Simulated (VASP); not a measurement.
BN, 4 atoms in the cell. It takes space group Ama2 (No. 40, orthorhombic). Conventional cell: a = 6.661 Å, b = 4.337 Å, c = 2.504 Å, α = 90.00°, β = 90.00°, γ = 90.00°. B (site symmetry m) has 3 N at 1.40 to 1.49 Å within 1.9 Å. Within 1.9 Å of N (site symmetry m) lie 3 B at 1.40 to 1.49 Å.  This cell differs from its parent crystal: all B atoms moved +0.050 Å, as atom 1 towards its neighbour atom 1 (B) at 2.504 Å.

| Quantity | Value |
| --- | --- |
| Program | VASP 6.6.1 |
| Task | single point |
| Functional | PBE |
| Dispersion | D3(BJ) |
| Potentials or basis | VASP PAW PBE potentials, release 64 (B, N) |
| Cutoff | 520 eV |
| k mesh | 12 × 12 × 4 |
| Occupations | gaussian, width 0.05 eV |
| Spin | no spin polarisation |
| Dipole correction | no |
| Further INCAR settings | ALGO = Normal; EDIFF = 1e-07; NBANDS = 16 |

Potentials or basis: VASP PAW PBE potentials, release 64 (B, N).

Launch:

```sh
$ cat potpaw_PBE.64/B/POTCAR potpaw_PBE.64/N/POTCAR > POTCAR
$ mpirun -np 1 vasp_std > vasp.out
```

Hardware: 1 thread of Intel(R) Xeon(R) Platinum 8259CL CPU @ 2.50GHz (Skylake/Cascade Lake), with other jobs on the host.

Problem. Estimate the wall time of this run.

Solution. Wall time 61 s on 1 thread of Intel(R) Xeon(R) Platinum 8259CL CPU @ 2.50GHz (Skylake/Cascade Lake), with other jobs on the host, peak memory 0.2 GiB. Counts: scf iterations 14, k points 129.
